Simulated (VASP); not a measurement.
InPd:

```xyz
2
Lattice="3.2719 0.0000 0.0000 0.0000 3.2719 0.0000 0.0000 0.0000 3.2719" Properties=species:S:1:pos:R:3 pbc="T T T"
In    0.0000    0.0000    0.0000
Pd    1.6359    1.6359    1.6359
```

- Program: VASP 6.6.1
- Task: relaxation of cell and atoms
- Functional: revPBE
- Potentials or basis: VASP PAW PBE potentials, release 64 (In_d, Pd)
- Cutoff: 600 eV
- k mesh: 8 × 8 × 8
- Occupations: fermi-dirac, width 0.05 eV
- Spin: no spin polarisation

At the start: pressure 6.2 GPa; volume 17.51 Å³/atom.

Question: How do energy, volume and symmetry change on relaxing?

Answer: Over 3 steps the energy falls by 16.7 meV/atom and the volume is 18.43 Å³/atom (+5.2 %); space group Pm-3m (No. 221, to 0.05 Å).

Step by step:
```
step  energy change (eV)  largest force (eV/Å)  pressure (GPa)  volume (Å³)
   1              0.0000                0.0000            6.18        35.03
   2             -0.0103                0.0000           -4.06        38.57
   3             -0.0334                0.0000            0.02        36.87
```

Final structure:
```
CELL_PARAMETERS angstrom
3.32816 0.00000 0.00000
0.00000 3.32816 0.00000
0.00000 0.00000 3.32816
ATOMIC_POSITIONS crystal
In 0.00000 0.00000 0.00000
Pd 0.50000 0.50000 0.50000
```

Caveat: the PAW data sets were made with another functional, which shifts forces and pressure a little.
